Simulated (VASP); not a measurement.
Wanted: the native input for a VASP 6.6.1 run.

```yaml
Task: single point
Functional: r2SCAN
Potentials_or_basis: VASP PAW PBE potentials, release 64 (Tl_d, Cl)
Cutoff: 550 eV
k_mesh: 4 × 4 × 4
Occupations: gaussian, width 0.01 eV
Spin: no spin polarisation
Dipole_correction: no
Further_INCAR_settings: ALGO = Normal; EDIFF = 1e-06; NBANDS = 17
```

Crystal: TlCl.

```
CELL_PARAMETERS angstrom
3.83883 0.00000 0.00000
0.00000 3.83883 0.00000
0.00000 0.00000 3.83883
ATOMIC_POSITIONS crystal
Tl 0.00000 0.00000 0.00000
Cl 0.50000 0.50000 0.50000
```

These files were run (other wordings do the same):

POSCAR

```
TlCl
1.0
    3.8388256226      0.0000000000      0.0000000000
    0.0000000000      3.8388256226      0.0000000000
    0.0000000000      0.0000000000      3.8388256226
Tl Cl
1 1
Direct
    0.0000000000      0.0000000000      0.0000000000
    0.5000000000      0.5000000000      0.5000000000
```

INCAR.step1

```
ALGO     = Normal         # electronic algorithm
EDIFF    = 1E-5           # SCF threshold, eV
ENCUT    = 550            # plane-wave cutoff, eV
GGA      = PE             # functional
GGA_COMPAT= F            
ISMEAR   = 0              # smearing method
LASPH    = T              # aspherical terms in the spheres
LCHARG   = F              # write CHGCAR
LREAL    = F              # projectors in reciprocal space
LWAVE    = T              # write WAVECAR
NBANDS   = 17             # bands
NELM     = 120            # most SCF steps
PREC     = Accurate       # precision mode
SIGMA    = 0.01           # smearing width, eV
```

INCAR.step2

```
ALGO     = Normal         # electronic algorithm
EDIFF    = 1E-6           # SCF threshold, eV
ENCUT    = 550            # plane-wave cutoff, eV
GGA_COMPAT= F            
ISIF     = 2              # what is computed and relaxed
ISMEAR   = 0              # smearing method
ISTART   = 1            
LASPH    = T              # aspherical terms in the spheres
LCHARG   = F              # write CHGCAR
LMIXTAU  = T            
LREAL    = F              # projectors in reciprocal space
LWAVE    = F              # write WAVECAR
METAGGA  = R2SCAN         # meta-GGA
NBANDS   = 17             # bands
NELM     = 120            # most SCF steps
PREC     = Accurate       # precision mode
SIGMA    = 0.01           # smearing width, eV
```

KPOINTS

```
k-points
0
Gamma
  4 4 4
```

Potentials or basis: VASP PAW PBE potentials, release 64 (Tl_d, Cl).

Run with:

```console
$ cat potpaw_PBE.64/Tl_d/POTCAR potpaw_PBE.64/Cl/POTCAR > POTCAR
$ cp INCAR.step1 INCAR
$ mpirun -np 1 vasp_std > vasp.out
$ cp INCAR.step2 INCAR
$ mpirun -np 1 vasp_std > vasp.out
```

It gave:

```yaml
Pressure: 0.0 GPa
Band_gap_on_the_k_mesh: 2.51 eV, direct
```

Caveat: the PAW data sets were made with another functional, which shifts forces and pressure a little; spin-orbit coupling is left out, which moves the levels of the heavy elements.

Run time: 28 s on 1 thread of Intel(R) Xeon(R) Platinum 8375C CPU @ 2.90GHz (Ice Lake), with other jobs on the host, peak memory 0.17 GiB.
